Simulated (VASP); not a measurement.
A run of VASP 6.6.1 is set up as follows.

File INCAR:

```
  ALGO = Normal
  EDIFF = 1E-6
  EDIFFG = -0.005
  ENCUT = 600
  GGA = PE
  IBRION = 2
  ISIF = 3
  ISMEAR = -1
  LASPH = True
  LCHARG = False
  LREAL = False
  LWAVE = False
  NELM = 60
  NSW = 80
  PREC = Accurate
  SIGMA = 0.02
```

Contents of KPOINTS:

```
k-points
0
Gamma
  6 6 6
```

POSCAR

```
KI
1.0
    0.0000000000      3.7578574321      3.7578574321
    3.7578574321      0.0000000000      3.7578574321
    3.7578574321      3.7578574321      0.0000000000
K I
1 1
Direct
    0.0000000000      0.0000000000      0.0000000000
    0.2500000000      0.2500000000      0.2500000000
```

Potentials or basis: VASP PAW PBE potentials, release 64 (K_sv, I).

The run is started by

```console
$ cat potpaw_PBE.64/K_sv/POTCAR potpaw_PBE.64/I/POTCAR > POTCAR
$ mpirun -np 1 vasp_std > vasp.out
```

Estimate the relaxed volume.

63.95 Å³/atom.

Estimate the band gap on the k mesh.

3.89 eV.

Step by step:
```
step  energy change (eV)  largest force (eV/Å)  pressure (GPa)  volume (Å³)
   1              0.0000                0.0000            2.06       106.13
   2             -0.0924                0.0000            0.78       116.98
   3             -0.1154                0.0000            0.16       125.17
   4             -0.1166                0.0000            0.01       127.61
   5             -0.1166                0.0000           -0.02       128.07
   6             -0.1166                0.0000           -0.01       127.91
```

Caveat: the volume moved by over 15 % at a fixed basis, so the end points are rough; spin-orbit coupling is left out, which moves the levels of the heavy elements. A k mesh can miss the band edges.
